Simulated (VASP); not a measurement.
# K (Fd-3m) in VASP: a series of runs

Runs on K. Level: LDA. Tasks: single point, relaxation of cell and atoms.

Everything below comes from runs of VASP 6.6.1. Logs are shortened: lines on timing, memory, paths and dates and some standing lists are left out, and cuts for length are marked.

### Step 1. The cell of the first run

The structure is cubic, space group Fd-3m (No. 227). Conventional cell: a = 9.133 Å, b = 9.133 Å, c = 9.133 Å, α = 90.00°, β = 90.00°, γ = 90.00°. K (site symmetry -43m) has 4 K at 3.95 Å within 5.2 Å.

This isn't the form of K at room conditions, which is bcc.

### Step 2. Single point, LDA (95.23 Å³/atom)

INCAR reads:

```
PREC = Accurate ; ENCUT = 500
EDIFF = 1E-6 ; ISMEAR = -1
SIGMA = 0.08 ; LREAL = False
LASPH = True ; NELM = 120
ALGO = Normal ; ISIF = 2
LWAVE = False ; LCHARG = True
LELF = True ; LVHAR = True
NBANDS = 16 ; GGA_COMPAT = False
```

KPOINTS reads:

```
regular mesh
0
Gamma
  9 9 9
```

POSCAR reads:

```
K
1.0
    0.0000000000      4.5665085075      4.5665085075
    4.5665085075      0.0000000000      4.5665085075
    4.5665085075      4.5665085075      0.0000000000
K
2
Direct
   -0.1250000000     -0.1250000000     -0.1250000000
    0.1250000000      0.1250000000      0.1250000000
```

Potentials or basis: VASP PAW LDA potentials, release 64 (K_sv).

On the command line:

```sh
$ cat potpaw_LDA.64/K_sv/POTCAR > POTCAR
$ mpirun -np 1 vasp_std > vasp.out
```

OUTCAR:

```text
PREC = Accurate
   ENCUT = 500
   EDIFF = 1E-6
   ISMEAR = -1
   LREAL = False
   LASPH = True
   NELM = 120
   ISIF = 2

 ion  position               nearest neighbor table
   1  0.875  0.875  0.875-
   2  0.125  0.125  0.125-

  LATTYP: Found a face centered cubic cell.
 ALAT       =     9.1330170150

  Lattice vectors:

 A1 = (   0.0000000000,   4.5665085075,   4.5665085075)
 A2 = (   4.5665085075,   0.0000000000,   4.5665085075)
 A3 = (   4.5665085075,   4.5665085075,   0.0000000000)

Analysis of symmetry for initial positions (statically):
=====================================================================
 Subroutine PRICEL returns:
 Original cell was already a primitive cell.

 Routine SETGRP: Setting up the symmetry group for a
 face centered cubic supercell.

 Subroutine GETGRP returns: Found 48 space group operations
 (whereof 12 operations were pure point group operations)
 out of a pool of 48 trial point group operations.

The static configuration has the point symmetry D_3d.
 The point group associated with its full space group is O_h .

Analysis of symmetry for dynamics (positions and initial velocities):
=====================================================================
 Subroutine PRICEL returns:
 Original cell was already a primitive cell.

 Routine SETGRP: Setting up the symmetry group for a
 face centered cubic supercell.

 Subroutine GETGRP returns: Found 48 space group operations
 (whereof 12 operations were pure point group operations)
 out of a pool of 48 trial point group operations.

The dynamic configuration has the point symmetry D_3d.
 The point group associated with its full space group is O_h .

 Subroutine INISYM returns: Found 48 space group operations
 (whereof 12 operations are pure point group operations),
 and found     1 'primitive' translations

----------------------------------------------------------------------------------------

                                     Primitive cell

  volume of cell :     190.4508

  direct lattice vectors                    reciprocal lattice vectors
     0.000000000  4.566508508  4.566508508    -0.109492843  0.109492843  0.109492843
     4.566508508  0.000000000  4.566508508     0.109492843 -0.109492843  0.109492843
     4.566508508  4.566508508  0.000000000     0.109492843  0.109492843 -0.109492843

  length of vectors
     6.458018264  6.458018264  6.458018264     0.189647167  0.189647167  0.189647167

  position of ions in fractional coordinates (direct lattice)
     0.875000000  0.875000000  0.875000000
     0.125000000  0.125000000  0.125000000

  ion indices of the primitive-cell ions
   primitive index   ion index
                 1           1
                 2           2

----------------------------------------------------------------------------------------

 KPOINTS: regular mesh

Automatic generation of k-mesh.
 Grid dimensions read from file:
 generate k-points for:    9    9    9

 Generating k-lattice:

  Cartesian coordinates                     Fractional coordinates (reciprocal lattice)
    -0.012165871  0.012165871  0.012165871     0.111111111  0.000000000  0.000000000
     0.012165871 -0.012165871  0.012165871     0.000000000  0.111111111  0.000000000
     0.012165871  0.012165871 -0.012165871     0.000000000  0.000000000  0.111111111

  Length of vectors
     0.021071907  0.021071907  0.021071907

  Shift w.r.t. Gamma in fractional coordinates (k-lattice)
     0.000000000  0.000000000  0.000000000

 Subroutine IBZKPT returns following result:
 ===========================================

 Found     35 irreducible k-points:

 Following reciprocal coordinates:
            Coordinates               Weight
  0.000000  0.000000  0.000000      1.000000
  0.111111  0.000000  0.000000      8.000000
  0.222222  0.000000  0.000000      8.000000
  0.333333  0.000000  0.000000      8.000000
  0.444444  0.000000  0.000000      8.000000
  0.111111  0.111111  0.000000      6.000000
[... 16 lines left out ...]
 -0.333333  0.333333  0.000000     12.000000
  0.444444  0.444444  0.000000      6.000000
 [... further k-points ...]
   k-points           NKPTS =     35   k-points in BZ     NKDIM =     35   number of bands    NBANDS=     16
   number of dos      NEDOS =    301   number of ions     NIONS =      2
   total plane-waves  NPLWV = 110592
   dimension x,y,z NGX =    48 NGY =   48 NGZ =   48
   dimension x,y,z NGXF=    96 NGYF=   96 NGZF=   96
   ions per type =               2
   NGX,Y,Z   is equivalent  to a cutoff of  12.36, 12.36, 12.36 a.u.
   NGXF,Y,Z  is equivalent  to a cutoff of  24.71, 24.71, 24.71 a.u.
 SYSTEM =  unknown system
   PREC   = accura    normal or accurate (medium, high low for compatibility)
   ISTART =      0    job   : 0-new  1-cont  2-samecut
   ICHARG =      2    charge: 1-file 2-atom 10-const
   ISPIN  =      1    spin polarized calculation?
   LNONCOLLINEAR =      F non collinear calculations
   LSORBIT =      F    spin-orbit coupling
   LASPH  =      T    aspherical Exc in radial PAW
   ENCUT  =  500.0 eV  36.75 Ry    6.06 a.u.  11.77 11.77 11.77*2*pi/ulx,y,z
   NELM   =    120;   NELMIN=  2; NELMDL= -5     # of ELM steps
   EDIFF  = 0.1E-05   stopping-criterion for ELM
   LREAL  =      F    real-space projection
   EDIFFG = 0.1E-04   stopping-criterion for IOM
   NSW    =      0    number of steps for IOM
   IBRION =     -1    ionic relax: 0-MD 1-quasi-New 2-CG
   NFREE  =      0    steps in history (QN), initial steepest desc. (CG)
   ISIF   =      2    stress and relaxation
   ISYM   =      2    0-nonsym 1-usesym 2-fastsym
   POTIM  = 0.5000    time-step for ionic-motion
   TEBEG  =    0.0;   TEEND  =   0.0 temperature during run
   PSTRESS=    0.0 pullay stress
   NELECT =      18.0000    total number of electrons
   NUPDOWN=      -1.0000    fix difference up-down
   EMIN   =  10.00;   EMAX   =-10.00  energy-range for DOS
   EFERMI =   0.00;   METHOD = LEGACY
   ISMEAR =    -1;   SIGMA  =   0.08  broadening in eV -4-tet -1-fermi 0-gaus
   EFERMI_NEDOS =   21; number of points for ismear=-14 and -15
   IALGO  =     38    algorithm
   IMIX   =      4    mixing-type and parameters
     AMIX     =   0.40;   BMIX     =  1.00
     AMIX_MAG =   1.60;   BMIX_MAG =  1.00
  volume/ion in A,a.u.               =      95.23       642.61
  Fermi-wavevector in a.u.,A,eV,Ry     =   0.745712  1.409192  7.566024  0.556087
  Thomas-Fermi vector in A             =   1.841364
   LORBIT       =      0    0 simple, 1 ext, 2 COOP (PROOUT), +10 PAW based schemes
   GGA     = CA    functional components
   LHFCALC =     F    Hartree Fock is set to
   AEXX    =    0.0000 exact exchange contribution
   IVDW    =     0    specifies the selected vdW correction
   LEPSILON=     F    determine dielectric tensor
   LRPA    =     F    only Hartree local field effects (RPA)
 non-spin polarized calculation
  energy-cutoff  :      500.00
  volume of cell :      190.45
 maximum number of plane-waves:      4909
   NGX = 23   NGY = 23   NGZ = 23

 number of electron      18.0000002 magnetization

 Free energy of the ion-electron system (eV)
  ---------------------------------------------------
  ext. energy  EPLUGINS =         0.00000000
  ---------------------------------------------------
  free energy    TOTEN  =        -1.71665983 eV

  energy without entropy =       -1.68600896  energy(sigma->0) =       -1.70133439

 E-fermi :  -0.7168     XC(G=0):  -5.1484

 val. band max:       -0.7680668880   @ k =  -0.4444   0.1111   0.0000
 cond. band min:      -0.6885483199   @ k =   0.4444   0.0000   0.0000
 fundamental gap:      0.0795185681
 Fermi energy:        -0.7168494990

 k-point     1 :       0.0000    0.0000    0.0000
  band No.  band energies     occupation
      1     -32.9705      2.00000
      2     -32.9446      2.00000
      3     -16.7222      2.00000
      4     -16.7222      2.00000
      5     -16.7222      2.00000
      6     -16.6251      2.00000
[... 8 lines left out ...]
     15       2.0669      0.00000
     16       2.0669      0.00000

 k-point     2 :       0.1111    0.0000    0.0000
  band No.  band energies     occupation
      1     -32.9699      2.00000
      2     -32.9452      2.00000
      3     -16.7235      2.00000
      4     -16.7235      2.00000
      5     -16.7219      2.00000
      6     -16.6257      2.00000
[... 8 lines left out ...]
     15       2.0187      0.00000
     16       2.1407      0.00000

 k-point     3 :       0.2222    0.0000    0.0000
  band No.  band energies     occupation
      1     -32.9683      2.00000
      2     -32.9468      2.00000
      3     -16.7267      2.00000
      4     -16.7267      2.00000
      5     -16.7213      2.00000
      6     -16.6271      2.00000
[... 8 lines left out ...]
     15       1.9611      0.00000
     16       2.3079      0.00000

 k-point     4 :       0.3333    0.0000    0.0000
  band No.  band energies     occupation
      1     -32.9661      2.00000
      2     -32.9490      2.00000
      3     -16.7302      2.00000
      4     -16.7302      2.00000
      5     -16.7206      2.00000
      6     -16.6287      2.00000
[... 8 lines left out ...]
     15       1.9387      0.00000
     16       2.5101      0.00000

 k-point     5 :       0.4444    0.0000    0.0000
  band No.  band energies     occupation
      1     -32.9643      2.00000
      2     -32.9508      2.00000
      3     -16.7323      2.00000
      4     -16.7323      2.00000
      5     -16.7202      2.00000
      6     -16.6297      2.00000
[... 8 lines left out ...]
     15       1.9221      0.00000
     16       2.6707      0.00000

 k-point     6 :       0.1111    0.1111    0.0000
  band No.  band energies     occupation
      1     -32.9697      2.00000
      2     -32.9454      2.00000
      3     -16.7250      2.00000
      4     -16.7250      2.00000
      5     -16.7194      2.00000
      6     -16.6282      2.00000
[... 8 lines left out ...]
     15       2.0509      0.00000
     16       2.2377      0.00000
[... 267 lines left out ...]
 k-point    21 :       0.4444    0.3333    0.0000
  band No.  band energies     occupation
      1     -32.9619      2.00000
      2     -32.9532      2.00000
      3     -16.7416      2.00000
      4     -16.7405      2.00000
      5     -16.6920      2.00000
      6     -16.6578      2.00000
[... 8 lines left out ...]
     15       2.5469      0.00000
     16       2.7158      0.00000

 k-point    22 :      -0.4444    0.3333    0.0000
  band No.  band energies     occupation
      1     -32.9600      2.00000
      2     -32.9551      2.00000
      3     -16.7444      2.00000
      4     -16.7403      2.00000
      5     -16.6879      2.00000
      6     -16.6617      2.00000
[... 8 lines left out ...]
     15       2.4095      0.00000
     16       2.8336      0.00000

 k-point    23 :      -0.3333    0.3333    0.0000
  band No.  band energies     occupation
      1     -32.9608      2.00000
      2     -32.9543      2.00000
      3     -16.7450      2.00000
      4     -16.7379      2.00000
      5     -16.6933      2.00000
      6     -16.6560      2.00000
[... 8 lines left out ...]
     15       2.2693      0.00000
     16       2.7710      0.00000

 k-point    24 :       0.4444    0.4444    0.0000
  band No.  band energies     occupation
      1     -32.9598      2.00000
      2     -32.9553      2.00000
      3     -16.7426      2.00000
      4     -16.7426      2.00000
      5     -16.6835      2.00000
      6     -16.6667      2.00000
[... 8 lines left out ...]
     15       2.7317      0.00000
     16       2.7320      0.00000

 [... further k-points ...]
[... 5 lines left out ...]
  --------------------------------------------------------------------------------------
  -------------------------------------------------------------------------------------
  Total        0.0023539      0.0023539      0.0023539      0.0000000     -0.0000000     -0.0000000
  in kB        0.0198022      0.0198022      0.0198022      0.0000000     -0.0000000     -0.0000000
  external PRESSURE =       0.0198022 kB  Pullay stress =       0.0000000 kB

 VOLUME and BASIS-vectors are now :
 -----------------------------------------------------------------------------
  energy-cutoff  :      500.00
  volume of cell :      190.45
      direct lattice vectors                 reciprocal lattice vectors
     0.000000000  4.566508508  4.566508508    -0.109492843  0.109492843  0.109492843
     4.566508508  0.000000000  4.566508508     0.109492843 -0.109492843  0.109492843
     4.566508508  4.566508508  0.000000000     0.109492843  0.109492843 -0.109492843

 POSITION                                       TOTAL-FORCE (eV/Angst)
 -----------------------------------------------------------------------------------
      7.99139      7.99139      7.99139         0.000000      0.000000      0.000000
      1.14163      1.14163      1.14163        -0.000000     -0.000000     -0.000000
 -----------------------------------------------------------------------------------
    total drift:                                0.000000      0.000000      0.000000

  FREE ENERGIE OF THE ION-ELECTRON SYSTEM (eV)
  ---------------------------------------------------
  free  energy   TOTEN  =        -1.7166598274 eV

  energy  without entropy=       -1.6860089620  energy(sigma->0) =       -1.70133439
```

Wall time 2.4 min (1 thread of Intel Xeon 8259CL, shared host); peak memory 0.28 GiB.

What came out:

```
Free energy            : -1.7167 eV
Pressure               : 0.0 GPa
Band gap on the k mesh : zero (bands 9 and 10 overlap by 0.15 eV)
```

[end of part 1 of 2]
